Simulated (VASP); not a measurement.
# K (Im-3m) in VASP: a series of runs

Runs on K. Level: r2SCAN. Tasks: single point.

Program: VASP 6.6.1. These are calculated values, not measurements. Logs are shortened: lines on timing, memory, paths and dates and some standing lists are left out, and cuts for length are marked.

### Step 1. The cell of the first run

It takes space group Im-3m (No. 229, cubic). The conventional cell has a = 5.410 Å, b = 5.410 Å, c = 5.410 Å, α = 90.00°, β = 90.00°, γ = 90.00°.

### Step 2. Single point, r2SCAN (volume scaled by 1.04)

File POSCAR:

```
K
1.0
   -2.7050812658      2.7050812658      2.7050812658
    2.7050812658     -2.7050812658      2.7050812658
    2.7050812658      2.7050812658     -2.7050812658
K
1
Direct
    0.0000000000      0.0000000000      0.0000000000
```

File INCAR.step1:

```
  PREC = Accurate
  ENCUT = 520
  ISMEAR = -1
  SIGMA = 0.1
  LREAL = False
  LASPH = True
  NELM = 100
  NBANDS = 10
  GGA = PE
  ALGO = Normal
  EDIFF = 1E-4
  LWAVE = True
  LCHARG = False
```

File INCAR.step2:

```
  PREC = Accurate
  ENCUT = 520
  EDIFF = 1E-6
  ISMEAR = -1
  SIGMA = 0.1
  LREAL = False
  LASPH = True
  NELM = 100
  ALGO = Normal
  ISIF = 2
  LWAVE = False
  LCHARG = False
  METAGGA = R2SCAN
  LMIXTAU = True
  NBANDS = 10
  ISTART = 1
```

File KPOINTS:

```
Automatic mesh
0
Gamma
  14 14 14
```

Potentials or basis: VASP PAW PBE potentials, release 64 (K_sv).

The run is started by

```
cat potpaw_PBE.64/K_sv/POTCAR > POTCAR
cp INCAR.step1 INCAR
mpirun -np 1 vasp_std > vasp.out
cp INCAR.step2 INCAR
mpirun -np 1 vasp_std > vasp.out
```

OUTCAR:

```text
PREC = Accurate
   ENCUT = 520
   EDIFF = 1E-6
   ISMEAR = -1
   LREAL = False
   LASPH = True
   NELM = 100
   ISIF = 2
   METAGGA = R2SCAN
   ISTART = 1

 ion  position               nearest neighbor table
   1  0.000  0.000  0.000-

  LATTYP: Found a body centered cubic cell.
 ALAT       =     5.4101625316

  Lattice vectors:

 A1 = (  -2.7050812658,   2.7050812658,   2.7050812658)
 A2 = (   2.7050812658,  -2.7050812658,   2.7050812658)
 A3 = (   2.7050812658,   2.7050812658,  -2.7050812658)

Analysis of symmetry for initial positions (statically):
=====================================================================
 Subroutine PRICEL returns:
 Original cell was already a primitive cell.

 Routine SETGRP: Setting up the symmetry group for a
 body centered cubic supercell.

 Subroutine GETGRP returns: Found 48 space group operations
 (whereof 48 operations were pure point group operations)
 out of a pool of 48 trial point group operations.

The static configuration has the point symmetry O_h .

Analysis of symmetry for dynamics (positions and initial velocities):
=====================================================================
 Subroutine PRICEL returns:
 Original cell was already a primitive cell.

 Routine SETGRP: Setting up the symmetry group for a
 body centered cubic supercell.

 Subroutine GETGRP returns: Found 48 space group operations
 (whereof 48 operations were pure point group operations)
 out of a pool of 48 trial point group operations.

The dynamic configuration has the point symmetry O_h .

 Subroutine INISYM returns: Found 48 space group operations
 (whereof 48 operations are pure point group operations),
 and found     1 'primitive' translations

----------------------------------------------------------------------------------------

                                     Primitive cell

  volume of cell :      79.1773

  direct lattice vectors                    reciprocal lattice vectors
    -2.705081266  2.705081266  2.705081266     0.000000000  0.184837331  0.184837331
     2.705081266 -2.705081266  2.705081266     0.184837331  0.000000000  0.184837331
     2.705081266  2.705081266 -2.705081266     0.184837331  0.184837331  0.000000000

  length of vectors
     4.685338191  4.685338191  4.685338191     0.261399460  0.261399460  0.261399460

  position of ions in fractional coordinates (direct lattice)
[... 73 lines left out ...]
   LSORBIT =      F    spin-orbit coupling
   LASPH  =      T    aspherical Exc in radial PAW
   ENCUT  =  520.0 eV  38.22 Ry    6.18 a.u.   8.71  8.71  8.71*2*pi/ulx,y,z
   NELM   =    100;   NELMIN=  2; NELMDL=  0     # of ELM steps
   EDIFF  = 0.1E-05   stopping-criterion for ELM
   LREAL  =      F    real-space projection
   EDIFFG = 0.1E-04   stopping-criterion for IOM
   NSW    =      0    number of steps for IOM
   IBRION =     -1    ionic relax: 0-MD 1-quasi-New 2-CG
   NFREE  =      0    steps in history (QN), initial steepest desc. (CG)
   ISIF   =      2    stress and relaxation
   ISYM   =      2    0-nonsym 1-usesym 2-fastsym
   POTIM  = 0.5000    time-step for ionic-motion
   TEBEG  =    0.0;   TEEND  =   0.0 temperature during run
   PSTRESS=    0.0 pullay stress
   NELECT =       9.0000    total number of electrons
   NUPDOWN=      -1.0000    fix difference up-down
   EMIN   =  10.00;   EMAX   =-10.00  energy-range for DOS
   EFERMI =   0.00;   METHOD = LEGACY
   ISMEAR =    -1;   SIGMA  =   0.10  broadening in eV -4-tet -1-fermi 0-gaus
   EFERMI_NEDOS =   21; number of points for ismear=-14 and -15
   IALGO  =     38    algorithm
   IMIX   =      4    mixing-type and parameters
     AMIX     =   0.40;   BMIX     =  1.00
     AMIX_MAG =   1.60;   BMIX_MAG =  1.00
  volume/ion in A,a.u.               =      79.18       534.32
  Fermi-wavevector in a.u.,A,eV,Ry     =   0.793028  1.498606  8.556621  0.628894
  Thomas-Fermi vector in A             =   1.898883
   LORBIT       =      0    0 simple, 1 ext, 2 COOP (PROOUT), +10 PAW based schemes
   METAGGA = R2SCAN    functional components
   LHFCALC =     F    Hartree Fock is set to
   AEXX    =    0.0000 exact exchange contribution
   IVDW    =     0    specifies the selected vdW correction
   LEPSILON=     F    determine dielectric tensor
   LRPA    =     F    only Hartree local field effects (RPA)
 non-spin polarized calculation
  energy-cutoff  :      520.00
  volume of cell :       79.18
 maximum number of plane-waves:      2214
   NGX = 17   NGY = 17   NGZ = 17

 number of electron       8.9999998 magnetization

 Free energy of the ion-electron system (eV)
  ---------------------------------------------------
  ext. energy  EPLUGINS =         0.00000000
  ---------------------------------------------------
  free energy    TOTEN  =        -6.02348986 eV

  energy without entropy =       -5.99881309  energy(sigma->0) =       -6.01115147

 E-fermi :  -0.2213     XC(G=0):  -5.7234

 val. band max:       -0.2474296217   @ k =   0.2857   0.2143   0.0000
 cond. band min:      -0.1949204000   @ k =   0.3571   0.0714   0.0714
 fundamental gap:      0.0525092217
 Fermi energy:        -0.2213307085

 k-point     1 :       0.0000    0.0000    0.0000
  band No.  band energies     occupation
      1     -33.9255      2.00000
      2     -16.6010      2.00000
      3     -16.6010      2.00000
      4     -16.6010      2.00000
      5      -2.4199      2.00000
      6       4.4586      0.00000
      7       4.4586      0.00000
      8       4.4586      0.00000
      9       5.3781      0.00000
     10       5.3781      0.00000
[... 287 lines left out ...]
 k-point    24 :       0.3571    0.2857    0.0000
  band No.  band energies     occupation
      1     -33.9221      2.00000
      2     -16.6416      2.00000
      3     -16.6334      2.00000
      4     -16.6075      2.00000
      5       0.8239      0.00006
      6       0.9898      0.00001
      7       1.7735      0.00000
      8       4.6909      0.00000
      9       5.4675      0.00000
     10       5.6247      0.00000

 [... further k-points ...]
[... 5 lines left out ...]
  --------------------------------------------------------------------------------------
  -------------------------------------------------------------------------------------
  Total       -0.0642501     -0.0642501     -0.0642501      0.0000000      0.0000000     -0.0000000
  in kB       -1.3001194     -1.3001194     -1.3001194      0.0000000      0.0000000     -0.0000000
  external PRESSURE =      -1.3001194 kB  Pullay stress =       0.0000000 kB

 VOLUME and BASIS-vectors are now :
 -----------------------------------------------------------------------------
  energy-cutoff  :      520.00
  volume of cell :       79.18
      direct lattice vectors                 reciprocal lattice vectors
    -2.705081266  2.705081266  2.705081266     0.000000000  0.184837331  0.184837331
     2.705081266 -2.705081266  2.705081266     0.184837331  0.000000000  0.184837331
     2.705081266  2.705081266 -2.705081266     0.184837331  0.184837331  0.000000000

 POSITION                                       TOTAL-FORCE (eV/Angst)
 -----------------------------------------------------------------------------------
      0.00000      0.00000      0.00000        -0.000000      0.000000      0.000000
 -----------------------------------------------------------------------------------
    total drift:                               -0.000000     -0.000000      0.000000

  FREE ENERGIE OF THE ION-ELECTRON SYSTEM (eV)
  ---------------------------------------------------
  free  energy   TOTEN  =        -6.0234898591 eV

  energy  without entropy=       -5.9988130862  energy(sigma->0) =       -6.01115147
```

OUTCAR.step1:

```text
PREC = Accurate
   ENCUT = 520
   ISMEAR = -1
   LREAL = False
   LASPH = True
   NELM = 100
[... 526 lines left out ...]
 POSITION                                       TOTAL-FORCE (eV/Angst)
 -----------------------------------------------------------------------------------
      0.00000      0.00000      0.00000         0.000000      0.000000      0.000000
 -----------------------------------------------------------------------------------
    total drift:                               -0.000000     -0.000000      0.000000

  FREE ENERGIE OF THE ION-ELECTRON SYSTEM (eV)
  ---------------------------------------------------
  free  energy   TOTEN  =        -1.0565698896 eV

  energy  without entropy=       -1.0301662281  energy(sigma->0) =       -1.04336806
```

OSZICAR.step1:

```text
N       E                     dE             d eps       ncg     rms          rms(c)
DAV:   1     0.472179118896E+02    0.47218E+02   -0.35365E+03  2080   0.680E+02
DAV:   2     0.683497037834E+00   -0.46534E+02   -0.45840E+02  2238   0.191E+02
DAV:   3    -0.984362916086E+00   -0.16679E+01   -0.16598E+01  3152   0.295E+01
DAV:   4    -0.105440845801E+01   -0.70046E-01   -0.69915E-01  2976   0.484E+00
DAV:   5    -0.105553560164E+01   -0.11271E-02   -0.11269E-02  3084   0.517E-01    0.181E+00
DAV:   6    -0.105596941896E+01   -0.43382E-03   -0.13230E-03  3212   0.227E-01    0.111E+00
DAV:   7    -0.105650154768E+01   -0.53213E-03   -0.25707E-03  3164   0.327E-01    0.509E-02
DAV:   8    -0.105656988957E+01   -0.68342E-04   -0.97497E-05  2224   0.114E-01
   1 F= -.10565699E+01 E0= -.10433681E+01  d E =-.264037E-01
```

It took 6.3 min on 1 thread of AMD EPYC 7R13, shared host; peak memory 0.23 GiB.

Results:

| Item | Value |
| --- | --- |
| Free energy | -6.0235 eV |
| Pressure | -0.1 GPa |

Levels at points of the mesh, in eV from the Fermi level:
```tsv
k point	band 2	band 3	band 4	band 5	band 6	band 7
(0.00, 0.00, 0.00)	-16.38	-16.38	-16.38	-2.20	4.68	4.68
(0.50, 0.00, 0.00)	-16.43	-16.40	-16.38	0.57	0.61	3.46
(0.50, 0.50, 0.50)	-16.42	-16.42	-16.42	1.82	1.82	3.57
```

Caveat: the PAW data sets were made with another functional, which shifts forces and pressure a little.

### Step 3. Single point, r2SCAN (volume scaled by 1.08)

File POSCAR:

```
K
1.0
   -2.7393264362      2.7393264362      2.7393264362
    2.7393264362     -2.7393264362      2.7393264362
    2.7393264362      2.7393264362     -2.7393264362
K
1
Direct
    0.0000000000      0.0000000000      0.0000000000
```

File INCAR.step1:

```
SYSTEM = K
ALGO = Normal
EDIFF = 1E-4
ENCUT = 520
GGA = PE
ISMEAR = -1
LASPH = .True.
LCHARG = .False.
LREAL = .False.
LWAVE = .True.
NBANDS = 10
NELM = 80
PREC = Accurate
SIGMA = 0.1
```

File INCAR.step2:

```
SYSTEM = K
ALGO = Normal
EDIFF = 1E-7
ENCUT = 520
ISIF = 2
ISMEAR = -1
ISTART = 1
LASPH = .True.
LCHARG = .False.
LMIXTAU = .True.
LREAL = .False.
LWAVE = .False.
METAGGA = R2SCAN
NBANDS = 10
NELM = 80
PREC = Accurate
SIGMA = 0.1
```

File KPOINTS:

```
k-points
0
Gamma
  14 14 14
  0 0 0
```

Potentials or basis: VASP PAW PBE potentials, release 64 (K_sv).

The run is started by

```
cat potpaw_PBE.64/K_sv/POTCAR > POTCAR
cp INCAR.step1 INCAR
mpirun -np 1 vasp_std > vasp.out
cp INCAR.step2 INCAR
mpirun -np 1 vasp_std > vasp.out
```

It took 9.2 min on 1 thread of AMD EPYC 7R13, shared host; peak memory 0.23 GiB.

The run converged. Its results:

- Free energy: -6.0206 eV
- Pressure: -0.2 GPa

Levels at points of the mesh, in eV from the Fermi level:
```
           k point  band 2  band 3  band 4  band 5  band 6  band 7
(0.00, 0.00, 0.00)  -16.41  -16.41  -16.41   -2.15    4.64    4.64
(0.50, 0.00, 0.00)  -16.46  -16.43  -16.41    0.57    0.59    3.44
(0.50, 0.50, 0.50)  -16.44  -16.44  -16.44    1.83    1.83    3.48
```

Caveat: the PAW data sets were made with another functional, which shifts forces and pressure a little.

### Step 4. Single point, r2SCAN (volume scaled by 1.12)

File POSCAR:

```
K
1.0
   -2.7727361488      2.7727361488      2.7727361488
    2.7727361488     -2.7727361488      2.7727361488
    2.7727361488      2.7727361488     -2.7727361488
K
1
Direct
    0.0000000000      0.0000000000      0.0000000000
```

File INCAR.step1:

```
ALGO = Normal
EDIFF = 1E-4
ENCUT = 520
GGA = PE
ISMEAR = -1
LASPH = T
LCHARG = F
LREAL = F
LWAVE = T
NBANDS = 10
NELM = 60
PREC = Accurate
SIGMA = 0.1
```

File INCAR.step2:

```
ALGO = Normal
EDIFF = 1E-6
ENCUT = 520
ISIF = 2
ISMEAR = -1
ISTART = 1
LASPH = T
LCHARG = T
LELF = T
LMIXTAU = T
LREAL = F
LVHAR = T
LWAVE = F
METAGGA = R2SCAN
NBANDS = 10
NELM = 60
PREC = Accurate
SIGMA = 0.1
```

File KPOINTS:

```
k-points
0
Gamma
  14 14 14
```

Potentials or basis: VASP PAW PBE potentials, release 64 (K_sv).

The run is started by

```
cat potpaw_PBE.64/K_sv/POTCAR > POTCAR
cp INCAR.step1 INCAR
mpirun -np 1 vasp_std > vasp.out
cp INCAR.step2 INCAR
mpirun -np 1 vasp_std > vasp.out
```

OUTCAR:

```text
EDIFF = 1E-6
   ENCUT = 520
   ISIF = 2
   ISMEAR = -1
   ISTART = 1
   LASPH = T
   LREAL = F
   METAGGA = R2SCAN
   NELM = 60
   PREC = Accurate

 ion  position               nearest neighbor table
   1  0.000  0.000  0.000-

  LATTYP: Found a body centered cubic cell.
 ALAT       =     5.5454722976

  Lattice vectors:

 A1 = (  -2.7727361488,   2.7727361488,   2.7727361488)
[... 489 lines left out ...]
      8       4.3181      0.00000
      9       5.1859      0.00000
     10       5.3449      0.00000

 [... further k-points ...]

------------------------ aborting loop because EDIFF is reached ----------------------------------------

  FORCE on cell =-STRESS in cart. coord.  units (eV):
  Direction    XX          YY          ZZ          XY          YZ          ZX
  --------------------------------------------------------------------------------------
  -------------------------------------------------------------------------------------
  Total       -0.1705260     -0.1705260     -0.1705260     -0.0000000     -0.0000000      0.0000000
  in kB       -3.2041692     -3.2041692     -3.2041692     -0.0000000     -0.0000000      0.0000000
  external PRESSURE =      -3.2041692 kB  Pullay stress =       0.0000000 kB

 VOLUME and BASIS-vectors are now :
 -----------------------------------------------------------------------------
  energy-cutoff  :      520.00
  volume of cell :       85.27
      direct lattice vectors                 reciprocal lattice vectors
    -2.772736149  2.772736149  2.772736149     0.000000000  0.180327292  0.180327292
     2.772736149 -2.772736149  2.772736149     0.180327292  0.000000000  0.180327292
     2.772736149  2.772736149 -2.772736149     0.180327292  0.180327292  0.000000000

 POSITION                                       TOTAL-FORCE (eV/Angst)
 -----------------------------------------------------------------------------------
      0.00000      0.00000      0.00000         0.000000      0.000000      0.000000
 -----------------------------------------------------------------------------------
    total drift:                               -0.000000     -0.000000      0.000000

  FREE ENERGIE OF THE ION-ELECTRON SYSTEM (eV)
  ---------------------------------------------------
  free  energy   TOTEN  =        -6.0159201958 eV

  energy  without entropy=       -5.9903965835  energy(sigma->0) =       -6.00315839
```

OUTCAR.step1:

```text
EDIFF = 1E-4
   ENCUT = 520
   GGA = PE
   ISMEAR = -1
   LASPH = T
   LREAL = F
[... 525 lines left out ...]

 POSITION                                       TOTAL-FORCE (eV/Angst)
 -----------------------------------------------------------------------------------
      0.00000      0.00000      0.00000         0.000000      0.000000     -0.000000
 -----------------------------------------------------------------------------------
    total drift:                               -0.000000     -0.000000      0.000000

  FREE ENERGIE OF THE ION-ELECTRON SYSTEM (eV)
  ---------------------------------------------------
  free  energy   TOTEN  =        -1.0450905254 eV

  energy  without entropy=       -1.0177191107  energy(sigma->0) =       -1.03140482
```

Wall time 6.4 min (1 thread of AMD EPYC 7R13, shared host); peak memory 0.23 GiB.

Results:

```yaml
Free_energy: -6.0159 eV
Pressure: -0.3 GPa
```

Caveat: the PAW data sets were made with another functional, which shifts forces and pressure a little.

### Step 5. Summary

| cell | gap on the mesh (eV) | pressure (GPa) |
| --- | --- | --- |
| a = 4.685 Å, angles 109.5°, 1 atom | none | -0.1 |
| a = 4.745 Å, angles 109.5°, 1 atom | none | -0.2 |
| a = 4.803 Å, angles 109.5°, 1 atom | none | -0.3 |

Alike in all rows: task single point; level r2SCAN; potentials or basis VASP PAW PBE potentials, release 64 (K_sv); no spin polarisation; k mesh 14 × 14 × 14; cutoff (eV) 520; smearing fermi-dirac 0.1 eV.

Caveats: the PAW data sets were made with another functional, which shifts forces and pressure a little.

Absolute energies hang on the potentials; compare differences alone.
